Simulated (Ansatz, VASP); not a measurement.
# Two plane-wave programs on Li

```
Li
1.0
     4.45444    0.00000    0.00000
     0.00000    4.45444    0.00000
     0.00000    0.00000    4.45444
Li
4
Cartesian
  2.8149 3.9148 0.5932
  0.5771 2.7706 3.8930
  1.6765 1.7159 1.6949
  3.8953 0.5680 2.8054
```

Change from the starting cell: atoms moved at random, drawn with an rms of 0.05 Å.

Alike in both runs: task single point; functional PBE; k mesh 6 × 6 × 6; occupations fermi-dirac, width 0.05 eV; no spin polarisation.

|  | VASP | Ansatz |
| --- | --- | --- |
| version | VASP 6.6.1 | Ansatz 0.2.0 |
| potentials or method | VASP PAW PBE potentials, release 64 (Li_sv) | Ansatz PAW |
| plane-wave cutoff (eV) | 520 | 420 |
| valence electrons in the cell | 12 | 12 |

|  | VASP | Ansatz | Ansatz less VASP |
| --- | --- | --- | --- |
| gap on the k mesh at the Fermi level (eV) | none | none | - |
| rms of the force components (eV/Å) | 0.029 | 0.029 | -0.0002 |

Atom by atom the forces differ by 0.000 eV/Å (rms over components). A gap of «none» marks a metal or a gap that the smearing closes.

Noted on VASP's run: the cutoff is under 1.25 times that of the potentials, so the pressure is a little rough.
